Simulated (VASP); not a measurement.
Input of a VASP 6.6.1 run:

Contents of INCAR:

```
SYSTEM = IrS
PREC     = Accurate       ! precision mode
ENCUT    = 500            ! plane-wave cutoff, eV
EDIFF    = 1E-7           ! SCF threshold, eV
ISMEAR   = 0              ! smearing method
SIGMA    = 0.1            ! smearing width, eV
LREAL    = .False.        ! projectors in reciprocal space
LASPH    = .True.         ! aspherical terms in the spheres
NELM     = 120            ! most SCF steps
ALGO     = Normal         ! electronic algorithm
ISIF     = 3              ! what is computed and relaxed
LWAVE    = .False.        ! write WAVECAR
LCHARG   = .False.        ! write CHGCAR
GGA      = PE             ! functional
IBRION   = 2              ! ionic algorithm
NSW      = 100            ! ionic steps
EDIFFG   = -0.01          ! ionic threshold
GGA_COMPAT= .False.      
NELMIN   = 4
```

Contents of KPOINTS:

```
Automatic mesh
0
Gamma
  18 18 16
  0 0 0
```

POSCAR

```
IrS
1.0
    2.9180060660      0.0000000000      0.0000000000
    0.0000000000      2.9180060660      0.0000000000
    0.0000000000      0.0000000000      3.3295437683
Ir S
1 1
Direct
    0.5000000000      0.5000000000      0.5000000000
    0.0000000000      0.0000000000      0.0000000000
```

Potentials or basis: VASP PAW PBE potentials, release 64 (Ir, S).

Launch:

```bash
$ cat potpaw_PBE.64/Ir/POTCAR potpaw_PBE.64/S/POTCAR > POTCAR
$ mpirun -np 1 vasp_std > vasp.out
```

Problem. Predict the relaxed volume.

Solution. 14.17 Å³/atom.

Problem. What does it give for the relaxed cell?

Solution. a = 2.948 Å, b = 2.948 Å, c = 3.260 Å, α = 90.00°, β = 90.00°, γ = 90.00°.

The path:
```csv
step,energy change (eV),largest force (eV/Å),pressure (GPa),volume (Å³)
1,0.0000,0.0000,-0.04,28.35
2,-0.0037,0.0000,0.02,28.34
3,-0.0053,0.0000,0.15,28.31
4,-0.0053,0.0000,0.16,28.31
5,-0.0053,0.0000,0.17,28.31
6,-0.0053,0.0000,-0.39,28.39
7,-0.0053,0.0000,0.01,28.33
```
